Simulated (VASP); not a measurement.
Write the native input for VASP 6.6.1 that does the following.

| Quantity | Value |
| --- | --- |
| Task | relaxation of cell and atoms |
| Functional | PBE |
| Potentials or basis | VASP PAW PBE potentials, release 64 (Ti_sv, W_sv, C) |
| Cutoff | 600 eV |
| k mesh | 6 × 6 × 1 |
| Occupations | gaussian, width 0.1 eV |
| Spin | no spin polarisation |
| Dipole correction | no |
| Further INCAR settings | ALGO = Normal; EDIFF = 1e-06; IBRION = 2; EDIFFG = -0.04; NSW = 90; ISIF = 3 |

The structure of Ti5WC6 lies in POSCAR:

```
Ti5WC6
1.0
    3.3917397900      0.0000000000      0.0000000000
   -1.6958698900      2.9373328200      0.0000000000
    0.0000000000      0.0000000000     16.6160636400
Ti W C
5 1 6
Direct
    0.6666666700      0.3333333300      0.6666666700
    0.3333333300      0.6666666700      0.3333333300
    0.6666666700      0.3333333300      0.1666666700
    0.0000000000      0.0000000000      0.0000000000
    0.3333333300      0.6666666700      0.8333333300
    0.0000000000      0.0000000000      0.5000000000
    0.3333333300      0.6666666700      0.5833333300
    0.6666666700      0.3333333300      0.4166666700
    0.0000000000      0.0000000000      0.2500000000
    0.3333333300      0.6666666700      0.0833333300
    0.6666666700      0.3333333300      0.9166666700
    0.0000000000      0.0000000000      0.7500000000
```

These files were run (other wordings do the same):

INCAR

```
PREC     = Accurate       # precision mode
ENCUT    = 600            # plane-wave cutoff, eV
EDIFF    = 1E-6           # SCF threshold, eV
ISMEAR   = 0              # smearing method
SIGMA    = 0.1            # smearing width, eV
LREAL    = False          # projectors in reciprocal space
LASPH    = True           # aspherical terms in the spheres
NELM     = 100            # most SCF steps
ALGO     = Normal         # electronic algorithm
ISIF     = 3              # what is computed and relaxed
LWAVE    = False          # write WAVECAR
LCHARG   = False          # write CHGCAR
GGA      = PE             # functional
IBRION   = 2              # ionic algorithm
NSW      = 90             # ionic steps
EDIFFG   = -0.04          # ionic threshold
```

KPOINTS

```
regular mesh
0
Gamma
  6 6 1
```

Potentials or basis: VASP PAW PBE potentials, release 64 (Ti_sv, W_sv, C).

Run with:

```sh
$ cat potpaw_PBE.64/Ti_sv/POTCAR potpaw_PBE.64/W_sv/POTCAR potpaw_PBE.64/C/POTCAR > POTCAR
$ mpirun -np 1 vasp_std > vasp.out
```

It gave:

```json
{
  "Relaxed volume": "10.22 Å³/atom",
  "Relaxed cell": "a = 3.068 Å, b = 3.068 Å, c = 15.047 Å, α = 90.00°, β = 90.00°, γ = 120.00°",
  "Space group after relaxing (to 0.1 Å)": "P-3m1 (No. 164)",
  "Energy gained by relaxing": "634.8 meV/atom",
  "Ionic steps": "12",
  "Pressure after relaxing": "-0.1 GPa",
  "Largest force after relaxing": "0.029 eV/Å",
  "Band gap on the k mesh": "zero (bands 49 and 50 overlap by 1.18 eV)"
}
```

Caveat: the k points lie up to 0.42 Å⁻¹ apart in the final cell, too coarse for converged energies and pressures of a metal; the volume moved by over 15 % at a fixed basis, so the end points are rough; spin-orbit coupling is left out, which moves the levels of the heavy elements.

It took 10 min on 1 thread of AMD EPYC 9R45 96-Core Processor (Zen 5) (shared host), peak memory 0.35 GiB.
